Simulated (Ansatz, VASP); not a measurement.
**Two plane-wave programs on Ge**

File INCAR:

```
SYSTEM = Ge
ALGO = Normal ; DIPOL = 0.5 0.5 0.377
EDIFF = 1E-6 ; ENCUT = 520
GGA = PE ; IDIPOL = 3
ISIF = 2 ; ISMEAR = 0
IVDW = 12 ; LASPH = .True.
LCHARG = .False. ; LDIPOL = .True.
LREAL = .False. ; LWAVE = .False.
NBANDS = 36 ; NELM = 100
PREC = Accurate ; SIGMA = 0.1
```

The input KPOINTS:

```
k-points
0
Gamma
  9 9 1
  0 0 0
```

File POSCAR:

```
Ge
1.0
    4.0226895311      0.0000000000      0.0000000000
   -2.0113447656      3.4837513255      0.0000000000
    0.0000000000      0.0000000000     18.8685220517
Ge
4
Direct
    0.3333333333      0.6666666667      0.2747571332
    0.6666666667      0.3333333333      0.2384924472
    0.8888888889      1.0000000000      0.5150653573
    0.5555555556      1.3333333333      0.4788006714
```

Input for Ansatz:

```yaml
crystal:
  lattice:
    - [4.0226895311, 0.0, 0.0]
    - [-2.0113447656, 3.4837513255, 0.0]
    - [0.0, 0.0, 18.8685220517]
  atoms:
    - { symbol: Ge, position: [0.3333333333, 0.6666666667, 0.2747571332] }
    - { symbol: Ge, position: [0.6666666667, 0.3333333333, 0.2384924472] }
    - { symbol: Ge, position: [0.8888888889, 1.0, 0.5150653573] }
    - { symbol: Ge, position: [0.5555555556, 1.3333333333, 0.4788006714] }
basis:
  ecutwfc: 420
kpoints:
  mp_grid: { grid: [9, 9, 1] }
hamiltonian:
  xc: pbe
  pseudopotentials: { kind: paw, azcp: { folder: soft_1 } }
  dispersion: d3bj
scf:
  occupations: { method: gaussian, width: 0.1 }
output:
  forces: true
  eigenvalues: true
efield:
  axis: 3
  dipole_correction: true
  ramp_width: 0.04
```

Alike in both runs: task single point; functional PBE; dispersion D3(BJ); k mesh 9 × 9 × 1; occupations gaussian, width 0.1 eV; no spin polarisation.

|  | VASP | Ansatz |
| --- | --- | --- |
| version | VASP 6.6.1 | Ansatz 0.2.0 |
| potentials or method | VASP PAW PBE potentials, release 64 (Ge_d), cutoff 520 eV | scalar-relativistic, plane waves, PAW |
| valence electrons in the cell | 56 | 56 |

```csv
,VASP,Ansatz,Ansatz less VASP
gap on the k mesh at the Fermi level (eV),0.17,0.17,0.000
least direct gap on the mesh (eV),0.17,0.17,0.000
rms of the force components (eV/Å),0.070,0.070,+0.0005
```

Atom by atom the forces differ by 0.001 eV/Å (rms over components).
